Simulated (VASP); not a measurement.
## HC16 (a cell with a defect): single point with PBE

Crystal: HC16 (a cell with a defect).

```
C H
1.0
     0.00000    3.57000    3.57000
     3.57000    0.00000    3.57000
     3.57000    3.57000    0.00000
C H
16 1
Cartesian
  -0.0864 -0.0656 -0.0746
  0.9634 0.9748 0.9506
  1.7723 1.8066 -0.0123
  2.6513 2.6802 0.8884
  1.7481 -0.0050 1.7774
  2.6259 0.9038 2.6333
  3.5493 1.7918 1.7726
  4.4258 2.6865 2.6748
  -0.0124 1.8464 1.8264
  0.9028 2.7156 2.6784
  1.7764 3.6033 1.7750
  2.6694 4.4830 2.6795
  1.7613 1.8032 3.5677
  2.6592 2.7055 4.4566
  3.5523 3.5893 3.5671
  4.4440 4.4800 4.4549
  3.4368 0.9554 4.1051
```

```yaml
Program: VASP 6.6.1
Task: single point
Functional: PBE
Potentials_or_basis: VASP PAW PBE potentials, release 64 (C, H)
Cutoff: 520 eV
k_mesh: 3 × 3 × 3
Occupations: gaussian, width 0.05 eV
Spin: no spin polarisation
Dipole_correction: no
Charge: 1
Further_INCAR_settings: LREAL = Auto; ALGO = Normal; EDIFF = 1e-06; NBANDS = 46; NELECT = 64.0
```

```yaml
Largest_force: 0.053 eV/Å
```

Forces on the atoms (eV/Å):
```
C    0.022 -0.008 -0.005
C   -0.004 -0.010  0.007
C   -0.001 -0.003 -0.001
C   -0.006  0.007  0.011
C    0.002 -0.005  0.006
C   -0.003  0.010  0.007
C    0.012 -0.001  0.010
C    0.004  0.007 -0.004
C   -0.003 -0.011 -0.005
C   -0.007  0.002  0.004
C    0.005 -0.003  0.004
C   -0.001 -0.007 -0.004
C    0.008  0.001  0.004
C   -0.004  0.001 -0.001
C    0.004 -0.009  0.009
C   -0.007  0.000 -0.002
H   -0.019  0.030 -0.039
```

Levels at points of the mesh, in eV from the Fermi level:
| k point | band 30 | band 31 | band 32 | band 33 | band 34 | band 35 |
| --- | --- | --- | --- | --- | --- | --- |
| (0.00, 0.00, 0.00) | -0.53 | -0.41 | -0.25 | 2.31 | 3.10 | 4.03 |

Run time: 100 s on 1 thread of Intel(R) Xeon(R) Platinum 8259CL CPU @ 2.50GHz (Skylake/Cascade Lake), on a shared host, peak memory 0.24 GiB.

Caveat: the k points lie up to 0.51 Å⁻¹ apart; the cell carries a net charge on a neutralising background, which shifts energy and pressure; the cell is charged against a uniform background, so pressure and absolute levels hang on convention.
